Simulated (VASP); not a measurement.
# CdTe (F-43m) in VASP: vibrations by perturbation theory with LDA

Aim: the vibrations by perturbation theory of CdTe with LDA.

All numbers are computed with VASP 6.6.1; they aren't measurements. Logs are shortened: lines on timing, memory, paths and dates and some standing lists are left out, and cuts for length are marked.

**1. The cell of the first run**

It takes space group F-43m (No. 216, cubic). The conventional cell has a = 6.396 Å, b = 6.396 Å, c = 6.396 Å, α = 90.00°, β = 90.00°, γ = 90.00°. Within 3.7 Å of Cd (site symmetry -43m) lie 4 Te at 2.77 Å. Te (site symmetry -43m) has 4 Cd at 2.77 Å within 3.7 Å.

**2. Vibrations by perturbation theory, LDA**

File INCAR:

```
ALGO = Normal
EDIFF = 1E-8
ENCUT = 500
GGA = CA
GGA_COMPAT = False
IBRION = 8
ISIF = 2
ISMEAR = 0
LASPH = True
LCHARG = False
LEPSILON = True
LREAL = False
LWAVE = False
NELM = 120
NSW = 1
PREC = Accurate
SIGMA = 0.01
```

File KPOINTS:

```
k-points
0
Gamma
  6 6 6
```

File POSCAR:

```
CdTe
1.0
    0.0000000000      3.1978000000      3.1978000000
    3.1978000000      0.0000000000      3.1978000000
    3.1978000000      3.1978000000      0.0000000000
Cd Te
1 1
Direct
    0.0000000000      0.0000000000      0.0000000000
    0.2500000000      0.2500000000      0.2500000000
```

Potentials or basis: VASP PAW LDA potentials, release 64 (Cd, Te).

Command:

```console
$ cat potpaw_LDA.64/Cd/POTCAR potpaw_LDA.64/Te/POTCAR > POTCAR
$ mpirun -np 1 vasp_std > vasp.out
```

OUTCAR:

```text
EDIFF = 1E-8
   ENCUT = 500
   GGA = CA
   IBRION = 8
   ISIF = 2
   ISMEAR = 0
   LASPH = True
   LEPSILON = True
   LREAL = False
   NELM = 120
   NSW = 1
   PREC = Accurate

 ion  position               nearest neighbor table
   1  0.000  0.000  0.000-   2 2.77   2 2.77   2 2.77   2 2.77
   2  0.250  0.250  0.250-   1 2.77   1 2.77   1 2.77   1 2.77

  LATTYP: Found a face centered cubic cell.
 ALAT       =     6.3956000000

  Lattice vectors:

 A1 = (   0.0000000000,   3.1978000000,   3.1978000000)
 A2 = (   3.1978000000,   0.0000000000,   3.1978000000)
 A3 = (   3.1978000000,   3.1978000000,   0.0000000000)

Analysis of symmetry for initial positions (statically):
=====================================================================
 Subroutine PRICEL returns:
 Original cell was already a primitive cell.

 Routine SETGRP: Setting up the symmetry group for a
 face centered cubic supercell.

 Subroutine GETGRP returns: Found 24 space group operations
 (whereof 24 operations were pure point group operations)
 out of a pool of 48 trial point group operations.

The static configuration has the point symmetry T_d .

Analysis of symmetry for dynamics (positions and initial velocities):
=====================================================================
 Subroutine PRICEL returns:
 Original cell was already a primitive cell.

 Routine SETGRP: Setting up the symmetry group for a
 face centered cubic supercell.

 Subroutine GETGRP returns: Found 24 space group operations
 (whereof 24 operations were pure point group operations)
 out of a pool of 48 trial point group operations.

The dynamic configuration has the point symmetry T_d .

 Subroutine INISYM returns: Found 24 space group operations
 (whereof 24 operations are pure point group operations),
 and found     1 'primitive' translations

----------------------------------------------------------------------------------------

                                     Primitive cell

  volume of cell :      65.4009

  direct lattice vectors                    reciprocal lattice vectors
     0.000000000  3.197800000  3.197800000    -0.156357496  0.156357496  0.156357496
     3.197800000  0.000000000  3.197800000     0.156357496 -0.156357496  0.156357496
     3.197800000  3.197800000  0.000000000     0.156357496  0.156357496 -0.156357496

  length of vectors
     4.522372130  4.522372130  4.522372130     0.270819127  0.270819127  0.270819127

  position of ions in fractional coordinates (direct lattice)
     0.000000000  0.000000000  0.000000000
     0.250000000  0.250000000  0.250000000

  ion indices of the primitive-cell ions
   primitive index   ion index
                 1           1
                 2           2

----------------------------------------------------------------------------------------

 KPOINTS: k-points

Automatic generation of k-mesh.
 Grid dimensions read from file:
 generate k-points for:    6    6    6

 Generating k-lattice:

  Cartesian coordinates                     Fractional coordinates (reciprocal lattice)
    -0.026059583  0.026059583  0.026059583     0.166666667  0.000000000  0.000000000
     0.026059583 -0.026059583  0.026059583     0.000000000  0.166666667  0.000000000
     0.026059583  0.026059583 -0.026059583     0.000000000  0.000000000  0.166666667

  Length of vectors
     0.045136521  0.045136521  0.045136521

  Shift w.r.t. Gamma in fractional coordinates (k-lattice)
     0.000000000  0.000000000  0.000000000

 Subroutine IBZKPT returns following result:
 ===========================================

 Found     16 irreducible k-points:

 Following reciprocal coordinates:
            Coordinates               Weight
  0.000000  0.000000  0.000000      1.000000
  0.166667  0.000000  0.000000      8.000000
  0.333333  0.000000  0.000000      8.000000
[... 350 lines left out ...]
     0.000000000  3.197800000  3.197800000    -0.156357496  0.156357496  0.156357496
     3.197800000  0.000000000  3.197800000     0.156357496 -0.156357496  0.156357496
     3.197800000  3.197800000  0.000000000     0.156357496  0.156357496 -0.156357496

 POSITION                                       TOTAL-FORCE (eV/Angst)
 -----------------------------------------------------------------------------------
      0.00000      0.00000      0.00000         0.000000      0.000000     -0.000000
      1.59890      1.59890      1.59890        -0.000000     -0.000000      0.000000
 -----------------------------------------------------------------------------------
    total drift:                                0.000000      0.000000      0.000000

  FREE ENERGIE OF THE ION-ELECTRON SYSTEM (eV)
  ---------------------------------------------------
  free  energy   TOTEN  =        -6.0430670206 eV

  energy  without entropy=       -6.0430670206  energy(sigma->0) =       -6.04306702

 HEAD OF MICROSCOPIC STATIC DIELECTRIC TENSOR (INDEPENDENT PARTICLE, excluding Hartree and local field effects)
 ------------------------------------------------------
          17.512886     0.000000     0.000000
           0.000000    17.512886     0.000000
          -0.000000     0.000000    17.512886
 ------------------------------------------------------

 Free energy of the ion-electron system (eV)
  ---------------------------------------------------
  ---------------------------------------------------
  free energy    TOTEN  =        -3.00148081 eV

  energy without entropy =       -3.00148081

------------------------ aborting loop because EDIFF is reached ----------------------------------------

--------------------------------------- Ionic step        2  -------------------------------------------

------------------------ aborting loop because EDIFF is reached ----------------------------------------

--------------------------------------- Ionic step        3  -------------------------------------------

------------------------ aborting loop because EDIFF is reached ----------------------------------------

 PIEZOELECTRIC TENSOR FIELD DIRECTION 3  (e Angst)
 -----------------------------------------------------------------------------
    -0.00102 -3.04605  0.00000           (  0.00001  0.08498  0.00000)
    -3.04605 -0.00102  0.00000           (  0.08498  0.00001  0.00000)
     0.00000  0.00000 -0.00014           (  0.00000  0.00000 -0.00000)

 PIEZOELECTRIC TENSOR FIELD DIRECTION 3  (C/m^2)
 -----------------------------------------------------------------------------
    -0.00025 -0.74621  0.00000
    -0.74621 -0.00025  0.00000
     0.00000  0.00000 -0.00003

--------------------------------------- Ionic step        4  -------------------------------------------

------------------------ aborting loop because EDIFF is reached ----------------------------------------

[... ionic steps 5 to 6 ...]

--------------------------------------- Ionic step        7  -------------------------------------------

 Free energy of the ion-electron system (eV)
  ---------------------------------------------------
  ---------------------------------------------------
  free energy    TOTEN  =        -0.04960648 eV

  energy without entropy =       -0.04960648

------------------------ aborting loop because EDIFF is reached ----------------------------------------

 INTERNAL STRAIN TENSOR  FOR ION    2  DIRECTION 1   (eV/Angst):
 -----------------------------------------------------------------------------
     0.01150  0.00000  0.00000
     0.00000 -0.00261 -6.56556
     0.00000 -6.56556 -0.00261

 MACROSCOPIC STATIC DIELECTRIC TENSOR (including local field effects in DFT)
 ------------------------------------------------------
          16.996772    -0.000000    -0.000000
           0.000000    16.996772     0.000000
           0.000000    -0.000000    16.996772
 ------------------------------------------------------

 PIEZOELECTRIC TENSOR (including local field effects)  for field in x, y, z        (e  Angst)
          XX          YY          ZZ          XY          YZ          ZX
  --------------------------------------------------------------------------------
  x    -0.00000    -0.00000     0.00000     0.00000    -3.07648    -0.00000
  y    -0.00000     0.00000     0.00000    -0.00000    -0.00000    -3.07648
  z     0.00000     0.00000    -0.00000    -3.07648    -0.00000     0.00000

 PIEZOELECTRIC TENSOR (including local field effects)  for field in x, y, z        (C/m^2)
          XX          YY          ZZ          XY          YZ          ZX
  --------------------------------------------------------------------------------
  x    -0.00000    -0.00000     0.00000     0.00000    -0.75367    -0.00000
  y    -0.00000     0.00000     0.00000    -0.00000    -0.00000    -0.75367
  z     0.00000     0.00000    -0.00000    -0.75367    -0.00000     0.00000

 BORN EFFECTIVE CHARGES (including local field effects) (in |e|, cummulative output)
 ---------------------------------------------------------------------------------
 ion    1
    1     2.42807     0.00000    -0.00000
    2     0.00000     2.42807     0.00000
    3     0.00000     0.00000     2.42807
 ion    2
    1    -2.42807    -0.00000     0.00000
    2    -0.00000    -2.42807    -0.00000
    3     0.00000    -0.00000    -2.42807

 INTERNAL STRAIN TENSOR FOR ION    2 for displacements in x,y,z  (eV/Angst):
          X           Y           Z          XY          YZ          ZX
  --------------------------------------------------------------------------------
  x     0.00000     0.00000     0.00000     0.00000    -6.56556     0.00000
  y     0.00000     0.00000     0.00000     0.00000     0.00000    -6.56556
  z     0.00000     0.00000     0.00000    -6.56556     0.00000     0.00000

 SECOND DERIVATIVES (NOT SYMMETRIZED)
 ------------------------------------
               1X          1Y          1Z          2X          2Y          2Z
  1X    -5.046965    0.000000    0.000000    5.046965    0.000000    0.000000
  1Y     0.000000   -5.046965    0.000000    0.000000    5.046965    0.000000
  1Z     0.000000    0.000000   -5.046965    0.000000    0.000000    5.046965
  2X     5.064447    0.000000    0.000000   -5.064447    0.000000    0.000000
  2Y     0.000000    5.064447    0.000000    0.000000   -5.064447    0.000000
  2Z     0.000000    0.000000    5.064447    0.000000    0.000000   -5.064447

 Eigenvectors and eigenvalues of the dynamical matrix
 ----------------------------------------------------

   1 f  =    4.546779 THz    28.568255 2PiTHz  151.664225 cm-1    18.803959 meV
             X         Y         Z           dx          dy          dz
      0.000000  0.000000  0.000000    -0.728547    0.000000   -0.000000
      1.598900  1.598900  1.598900     0.684996    0.000000   -0.000000
[... 21 lines left out ...]
   6 f/i=    0.003923 THz     0.024649 2PiTHz    0.130859 cm-1     0.016224 meV
             X         Y         Z           dx          dy          dz
      0.000000  0.000000  0.000000     0.624246    0.024405    0.280963
      1.598900  1.598900  1.598900     0.663935    0.025957    0.298826

--------------------------------------------------------------------------------------------------------

 MACROSCOPIC STATIC DIELECTRIC TENSOR IONIC CONTRIBUTION
 ------------------------------------------------------
           3.226416    -0.000000    -0.000000
          -0.000000     3.226416    -0.000000
           0.000000    -0.000000     3.226416
 ------------------------------------------------------

 ELASTIC MODULI CONTR FROM IONIC RELAXATION (kBar)
 Direction    XX          YY          ZZ          XY          YZ          ZX
 --------------------------------------------------------------------------------
 XX          -0.0000     -0.0000     -0.0000     -0.0000     -0.0000      0.0000
 YY          -0.0000     -0.0000     -0.0000     -0.0000     -0.0000      0.0000
 ZZ          -0.0000     -0.0000     -0.0000      0.0000     -0.0000      0.0000
 XY          -0.0000     -0.0000      0.0000   -216.9334      0.0000      0.0000
 YZ          -0.0000     -0.0000     -0.0000     -0.0000   -216.9334      0.0000
 ZX           0.0000      0.0000      0.0000      0.0000      0.0000   -216.9334
 --------------------------------------------------------------------------------

 PIEZOELECTRIC TENSOR IONIC CONTR  for field in x, y, z        (C/m^2)
          XX          YY          ZZ          XY          YZ          ZX
  --------------------------------------------------------------------------------
  x     0.00000     0.00000     0.00000     0.00000     0.78722    -0.00000
  y    -0.00000    -0.00000    -0.00000    -0.00000    -0.00000     0.78722
  z     0.00000     0.00000    -0.00000     0.78722    -0.00000     0.00000
```

Wall time 2.3 min (1 thread of Intel Xeon 6975P-C (Granite Rapids), shared host); peak memory 0.27 GiB.

What came out:

```
Electronic dielectric tensor (diagonal)                 : 17.00
Born charges (mean of the diagonal)                     : Cd +2.43; Te -2.43 e
Highest phonon frequency at Γ, LO-TO splitting left out : 152 cm⁻¹
```

Phonon frequencies in cm⁻¹ (negative: imaginary):
| q point | frequencies |
| --- | --- |
| (0.000, 0.000, 0.000) | 0 0 0 152 152 152 |

Electronic dielectric tensor:
```
17.00  0.00  0.00
 0.00 17.00  0.00
 0.00  0.00 17.00
```

Born effective charge tensors (e):
atom 1, Cd
```
2.43 0.00 0.00
0.00 2.43 0.00
0.00 0.00 2.43
```
atom 2, Te
```
-2.43  0.00  0.00
 0.00 -2.43  0.00
 0.00  0.00 -2.43
```

Caveat: spin-orbit coupling is left out, which moves the levels of the heavy elements.
